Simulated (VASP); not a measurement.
Input of a VASP 6.6.1 run:

The input INCAR:

```
  ALGO = Normal
  EDIFF = 1E-6
  ENCUT = 520
  GGA = PE
  ISIF = 2
  ISMEAR = 0
  LASPH = T
  LCHARG = F
  LREAL = F
  LWAVE = F
  NBANDS = 8
  NELM = 60
  PREC = Accurate
  SIGMA = 0.1
```

KPOINTS

```
k-points
0
Gamma
  14 14 14
```

File POSCAR:

```
Sb
1.0
    3.2108672456      0.0000000000      0.0000000000
    0.0000000000      3.2108672456      0.0000000000
    0.0000000000      0.0000000000      3.2108672456
Sb
1
Direct
    0.0000000000      0.0000000000      0.0000000000
```

Potentials or basis: VASP PAW PBE potentials, release 64 (Sb).

Run with:

```console
$ cat potpaw_PBE.64/Sb/POTCAR > POTCAR
$ mpirun -np 1 vasp_std > vasp.out
```

(1) Estimate the pressure.

Answers

(1) -4.3 GPa.
